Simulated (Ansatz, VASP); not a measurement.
One calculation of Cu, two programs

```
CELL_PARAMETERS angstrom
0.00000 1.85785 2.00704
1.85785 0.00000 2.00704
1.85785 1.85785 0.00000
ATOMIC_POSITIONS crystal
Cu 0.00000 0.00000 0.00000
```

Alike in both runs: task single point; functional PBE; k mesh 24 × 24 × 24; occupations gaussian, width 0.15 eV; no spin polarisation.

|  | VASP | Ansatz |
| --- | --- | --- |
| version | VASP 6.6.1 | Ansatz 0.2.0 |
| potentials or method | VASP PAW PBE potentials, release 64 (Cu), cutoff 520 eV | scalar-relativistic, plane waves, PAW |
| valence electrons in the cell | 11 | 19 |

Ansatz gave:

| Quantity | Value |
| --- | --- |
| gap on the k mesh at the Fermi level (eV) | none |
| pressure (GPa) | -14.2 |
| traceless stress, the component that is largest in VASP (GPa) | -2.44 |

Task: Which values does VASP return?

Result: gap on the k mesh at the Fermi level (eV): none; pressure (GPa): -12.9; traceless stress, the component that is largest in VASP (GPa): -2.43.

A gap of «none» marks a metal or a gap that the smearing closes. The functional is the same, so the differences come from potentials, cutoffs and numerics. VASP's potentials hold 11 valence electrons a cell and Ansatz's 19, so a difference there can come from the potentials and not from the codes.
